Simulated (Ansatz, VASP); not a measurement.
# CuO: VASP beside Ansatz

Contents of INCAR:

```
PREC = Accurate
ENCUT = 520
EDIFF = 1E-7
ISMEAR = -1
SIGMA = 0.05
LREAL = False
LASPH = True
NELM = 100
ALGO = Normal
ISIF = 2
LWAVE = False
LCHARG = True
GGA = PE
LELF = True
LVHAR = True
NBANDS = 44
```

File KPOINTS:

```
Automatic mesh
0
Gamma
  9 5 5
```

Contents of POSCAR:

```
CuO
1.0
    2.3418500000     -1.7113000000      0.0000000000
   -1.4918200000     -1.7113000000     -5.0578700000
    2.3418500000      5.1339000000      0.0000000000
Cu O
4 4
Direct
    0.3213271600      0.9565765600      0.2905417800
    0.6786728400      0.0434234400      0.7094582200
    0.3225567000      0.5218645100      0.6836463300
    0.6774433000      0.4781354900      0.3163536700
    0.4176716400      0.7073204800      0.0098998500
    0.4139283600      0.7926795200      0.6585001500
    0.2249395900      0.3481680500      0.0734239800
    0.9434604100      0.1518319500      0.2581760200
```

The input input.yaml:

```yaml
crystal:
  lattice:
    - [2.34185, -1.7113, 0.0]
    - [-1.49182, -1.7113, -5.05787]
    - [2.34185, 5.1339, 0.0]
  atoms:
    - { symbol: Cu, position: [0.32132716, 0.95657656, 0.29054178] }
    - { symbol: Cu, position: [0.67867284, 0.04342344, 0.70945822] }
    - { symbol: Cu, position: [0.3225567, 0.52186451, 0.68364633] }
    - { symbol: Cu, position: [0.6774433, 0.47813549, 0.31635367] }
    - { symbol: O, position: [0.41767164, 0.70732048, 0.00989985] }
    - { symbol: O, position: [0.41392836, 0.79267952, 0.65850015] }
    - { symbol: O, position: [0.22493959, 0.34816805, 0.07342398] }
    - { symbol: O, position: [0.94346041, 0.15183195, 0.25817602] }
hamiltonian:
  xc: pbe
  pseudopotentials: { kind: paw }
kpoints:
  mp_grid: { grid: [9, 5, 5] }
scf:
  occupations: { method: fermi_dirac, width: 0.05 }
basis:
  ecutwfc: "600 eV"
output:
  forces: true
  stress: true
  eigenvalues: true
  write_density: true
  write_potential: true
  elf: true
  volumetric_format: npy
```

Alike in both runs: task single point; functional PBE; k mesh 9 × 5 × 5; occupations fermi-dirac, width 0.05 eV; no spin polarisation.

|  | VASP | Ansatz |
| --- | --- | --- |
| version | VASP 6.6.1 | Ansatz 0.2.0 |
| potentials or method | VASP PAW PBE potentials, release 64 (Cu, O), cutoff 520 eV | Ansatz PAW |
| valence electrons in the cell | 68 | 100 |

VASP gave:

```
gap on the k mesh at the Fermi level (eV) : none
rms of the force components (eV/Å)        : 4.920
```

Problem. Estimate Ansatz's values.

Solution. gap on the k mesh at the Fermi level (eV): none; rms of the force components (eV/Å): 4.864.

Atom by atom the forces differ by 0.095 eV/Å (rms over components). A gap of «none» marks a metal or a gap that the smearing closes. The functional is the same, so the differences come from potentials, cutoffs and numerics. VASP's potentials hold 68 valence electrons a cell and Ansatz's 100, so a difference there can come from the potentials and not from the codes.
